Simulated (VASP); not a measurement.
Wanted: the native input for a VASP 6.6.1 run.

- Task: single point
- Functional: PBE
- Dispersion: D3(BJ)
- Potentials or basis: VASP PAW PBE potentials, release 64 (B, N)
- Cutoff: 520 eV
- k mesh: 12 × 12 × 1
- Occupations: fermi-dirac, width 0.05 eV
- Spin: collinear spin
- Starting moments: [0.0, 0.0, 0.0, 1.0, 0.0, 0.0, 0.0] μB
- Dipole correction: yes
- Further INCAR settings: ALGO = Normal; EDIFF = 1e-07; NBANDS = 26

The structure of B4N3 lies in POSCAR:

```
B4N3
1.0
    2.5061138139      0.0000000000      0.0000000000
   -1.2530569069      2.1703582276      0.0000000000
    0.0000000000      0.0000000000     25.5926876535
B N
4 3
Direct
    0.6666666667      0.3333333333      0.3321261180
    0.3333333333      0.6666666667      0.4620997192
    0.0000000000      0.0000000000      0.5919331793
    1.0000000000      1.0000000000      0.8338333586
    0.3333333333      0.6666666667      0.3322402186
    0.0000000000      0.0000000000      0.4621445630
    0.6666666667      0.3333333333      0.5920079011
```

One way to write it, as run:

INCAR

```
ALGO = Normal ; DIPOL = 0.5 0.5 0.515
EDIFF = 1E-7 ; ENCUT = 520
GGA = PE ; IDIPOL = 3
ISIF = 2 ; ISMEAR = -1
ISPIN = 2 ; IVDW = 12
LASPH = True ; LCHARG = True
LDIPOL = True ; LELF = True
LORBIT = 11 ; LREAL = False
LVACPOTAV = True ; LVHAR = True
LWAVE = False ; MAGMOM = 0 0 0 1 0 0 0
NBANDS = 26 ; NELM = 150
PREC = Accurate ; SIGMA = 0.05
```

KPOINTS

```
k-points
0
Gamma
  12 12 1
```

Potentials or basis: VASP PAW PBE potentials, release 64 (B, N).

Launch:

```sh
$ cat potpaw_PBE.64/B/POTCAR potpaw_PBE.64/N/POTCAR > POTCAR
$ mpirun -np 1 vasp_std > vasp.out
```

Results of the run:

```yaml
Largest_force: 0.056 eV/Å
Net_moment: 0.00 μB per cell
Valence_electrons_inside_the_program's_atomic_spheres: B 2.17, 1.32 (each value once); N 4.02
Dispersion_energy_per_atom: -0.123 eV
```

Wall time 6 min on 1 thread of Intel(R) Xeon(R) Platinum 8488C (Sapphire Rapids), on a shared host, peak memory 0.38 GiB.
